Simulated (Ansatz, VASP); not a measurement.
# Two plane-wave programs on Ca

```
Ca
1.0
     3.44720    0.00000    0.00000
     0.00000    3.44720    0.00000
     0.00000    0.00000    3.44720
Ca
1
Direct
  0.00000 0.00000 0.00000
```

Alike in both runs: task single point; functional PBEsol; k mesh 18 × 18 × 18; occupations gaussian, width 0.15 eV; no spin polarisation.

|  | VASP | Ansatz |
| --- | --- | --- |
| version | VASP 6.6.1 | Ansatz 0.2.0 |
| potentials or method | VASP PAW PBE potentials, release 64 (Ca_sv), cutoff 520 eV | scalar-relativistic, plane waves, PAW |
| valence electrons in the cell | 10 | 10 |

|  | VASP | Ansatz | Ansatz less VASP |
| --- | --- | --- | --- |
| gap on the k mesh at the Fermi level (eV) | none | none | - |
| pressure (GPa) | 0.1 | 0.1 | 0.00 |

VASP's potentials were made for PBE, not for PBEsol. A gap of «none» marks a metal or a gap that the smearing closes.
